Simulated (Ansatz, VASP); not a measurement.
# Bi2Se3: VASP beside Ansatz

```xyz
5
Lattice="2.1336 1.2319 9.5453 -2.1336 1.2319 9.5453 0.0000 -2.4637 9.5453" Properties=species:S:1:pos:R:3 pbc="T T T"
Bi    0.0000    0.0000   11.4773
Bi    0.0000    0.0000   17.1587
Se    0.0000    0.0000    0.0000
Se    0.0000    0.0000    6.0622
Se    0.0000    0.0000   22.5738
```

Change from the starting cell: equal xx and yy strain of +3 %.

Alike in both runs: task single point; functional PBE; k mesh 6 × 6 × 6; occupations fermi-dirac, width 0.03 eV; no spin polarisation.

|  | VASP | Ansatz |
| --- | --- | --- |
| version | VASP 6.6.1 | Ansatz 0.2.0 |
| potentials or method | VASP PAW PBE potentials, release 64 (Bi_d, Se), cutoff 520 eV | all-electron LAPW, scalar-relativistic |

Ansatz gave:

- pressure (GPa): -1.0
- traceless stress, the component that is largest in VASP (GPa): 0.81
- rms of the force components (eV/Å): 0.067

**Question.** What did VASP give for the same quantities?

**Answer.** Pressure (GPa): -1.0; traceless stress, the component that is largest in VASP (GPa): 0.81; rms of the force components (eV/Å): 0.064.

Atom by atom the forces differ by 0.004 eV/Å (rms over components). Ansatz ran all-electron here, and VASP with PAW potentials.

Neither program's run includes spin-orbit coupling.
